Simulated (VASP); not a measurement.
Set up this calculation in VASP 6.6.1, as the native input.

```
Task                   : single point
Functional             : PBE
Potentials or basis    : VASP PAW PBE potentials, release 64 (Si, O, Sn_d)
Cutoff                 : 520 eV
k mesh                 : 2 × 2 × 2
Occupations            : gaussian, width 0.05 eV
Spin                   : no spin polarisation
Dipole correction      : no
Further INCAR settings : LREAL = Auto; ALGO = Normal; EDIFF = 1e-06; NBANDS = 84
```

The structure of Si6SnO16 (a cell with a defect) lies in POSCAR:

```
Si6SnO16
1.0
   -4.1790000000     -4.1790000000      0.0000000000
    4.1790000000     -4.1790000000      0.0000000000
    0.0000000000      0.0000000000      5.3298000000
Si O Sn
6 16 1
Direct
    0.4875094520      0.5454505863      0.0012165560
   -0.0036819813      0.4946860493      0.2542547563
    0.4969688921      0.5177030390      0.5102577958
   -0.0055719072      0.4902692032      0.7521409809
    0.0208904044     -0.0093579804     -0.0002127660
   -0.0129979660     -0.0020606604      0.5035027581
    0.1857441972      0.5045649677      0.0026228001
   -0.0074058387      0.1908245992      0.2392010957
    0.8007067480      0.4948563053      0.0050467185
    0.0118725772      0.7942513759      0.2685813727
    0.1891823403      0.4858006700      0.5045153664
   -0.0089117014      0.1903606126      0.7594834703
    0.8012033979      0.4892605887      0.5019644264
    0.0103814310      0.7881871261      0.7275937183
    0.7653228045     -0.1038753290     -0.0252808736
    0.4975710696      0.7135665231      0.2625394949
    0.2823651591     -0.0458190955     -0.0232592217
    0.4810701125      0.3496788705      0.2524674472
    0.7021174922      0.0119921034      0.4872122781
    0.4970014358      0.7058308208      0.7415169425
    0.2749526202      0.0045056234      0.4990314834
    0.4933943527      0.3253091649      0.7687553004
    0.5431245513      0.0711771955      0.1122766333
```

The input as run:

INCAR

```
SYSTEM = Si6SnO16
ALGO = Normal ; EDIFF = 1E-6
ENCUT = 520 ; GGA = PE
ISIF = 2 ; ISMEAR = 0
LASPH = .True. ; LCHARG = .True.
LELF = .True. ; LREAL = Auto
LVHAR = .True. ; LWAVE = .False.
NBANDS = 84 ; NELM = 100
PREC = Accurate ; SIGMA = 0.05
```

KPOINTS

```
k-points
0
Gamma
  2 2 2
  0 0 0
```

Potentials or basis: VASP PAW PBE potentials, release 64 (Si, O, Sn_d).

Command:

```sh
$ cat potpaw_PBE.64/Si/POTCAR potpaw_PBE.64/O/POTCAR potpaw_PBE.64/Sn_d/POTCAR > POTCAR
$ mpirun -np 1 vasp_std > vasp.out
```

Results of the run:

* Pressure: 32.4 GPa
* Largest force: 3.189 eV/Å
* Band gap on the k mesh: zero (bands 67 and 68 overlap by 0.20 eV)

Caveat: the k points lie up to 0.59 Å⁻¹ apart; spin-orbit coupling is left out, which moves the levels of the heavy elements.

It took 3 min on 1 thread of AMD EPYC 9R45 96-Core Processor (Zen 5) (shared host), peak memory 0.3 GiB.
